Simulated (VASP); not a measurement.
A run of VASP 6.6.1:

Contents of INCAR:

```
SYSTEM = WC
PREC     = Accurate       ! precision mode
ENCUT    = 520            ! plane-wave cutoff, eV
EDIFF    = 1E-6           ! SCF threshold, eV
ISMEAR   = 0              ! smearing method
SIGMA    = 0.15           ! smearing width, eV
LREAL    = .False.        ! projectors in reciprocal space
LASPH    = .True.         ! aspherical terms in the spheres
NELM     = 100            ! most SCF steps
ALGO     = Normal         ! electronic algorithm
ISIF     = 2              ! what is computed and relaxed
LWAVE    = .False.        ! write WAVECAR
LCHARG   = .False.        ! write CHGCAR
GGA      = PE             ! functional
NBANDS   = 16             ! bands
```

File KPOINTS:

```
Automatic mesh
0
Gamma
  18 18 16
  0 0 0
```

Contents of POSCAR:

```
WC
1.0
    2.9005014360      0.0000000000      0.0000000000
   -1.4502507180      2.5119079273      0.0000000000
    0.0000000000      0.0000000000      2.8290000000
W C
1 1
Direct
    0.0000000000      0.0000000000     -0.0795334040
    0.6666666667      0.3333333333      0.5000000000
```

Potentials or basis: VASP PAW PBE potentials, release 64 (W_sv, C).

Launch:

```bash
$ cat potpaw_PBE.64/W_sv/POTCAR potpaw_PBE.64/C/POTCAR > POTCAR
$ mpirun -np 1 vasp_std > vasp.out
```

Hardware: 1 thread of Intel(R) Xeon(R) 6975P-C (Granite Rapids) (shared host).

Problem. Estimate the wall time of this run.

Solution. Wall time 52 s on 1 thread of Intel(R) Xeon(R) 6975P-C (Granite Rapids), on a shared host, peak memory 0.28 GiB. Counts: scf iterations 12, k points 522.
